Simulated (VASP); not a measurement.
Input of a VASP 6.6.1 run:

File INCAR:

```
ALGO     = Normal         # electronic algorithm
EDIFF    = 1E-6           # SCF threshold, eV
ENCUT    = 520            # plane-wave cutoff, eV
GGA      = PS             # functional
ISIF     = 2              # what is computed and relaxed
ISMEAR   = 0              # smearing method
LASPH    = True           # aspherical terms in the spheres
LCHARG   = False          # write CHGCAR
LREAL    = False          # projectors in reciprocal space
LWAVE    = False          # write WAVECAR
NBANDS   = 16             # bands
NELM     = 80             # most SCF steps
PREC     = Accurate       # precision mode
SIGMA    = 0.05           # smearing width, eV
```

File KPOINTS:

```
k-points
0
Gamma
  9 9 6
```

File POSCAR:

```
MgO
1.0
    3.3034677759      0.0000000000      0.0000000000
   -1.6517338880      2.8608870145      0.0000000000
    0.0000000000      0.0000000000      5.0193881071
Mg O
2 2
Direct
    0.2943486607      0.6540831568      0.0036583441
    0.7056513393      0.3459168432      0.5036583441
    0.3694994837      0.6783404112      0.4009416559
    0.6305005163      0.3216595888      0.9009416559
```

Potentials or basis: VASP PAW PBE potentials, release 64 (Mg, O).

The run is started by

```sh
$ cat potpaw_PBE.64/Mg/POTCAR potpaw_PBE.64/O/POTCAR > POTCAR
$ mpirun -np 1 vasp_std > vasp.out
```

Estimate the pressure.

-0.5 GPa.

Estimate the band gap on the k mesh.

3.27 eV, direct.

Stress tensor (GPa, compression positive):
```
-1.03 -0.16  0.00
-0.16 -0.47  0.00
 0.00  0.00 -0.10
```

Caveat: the cell differs from its parent crystal (mode 4 frozen in at -0.108 Å and mode 5 at -0.036 Å (largest displacements)); the PAW data sets were made with another functional, which shifts forces and pressure a little. A k mesh can miss the band edges.
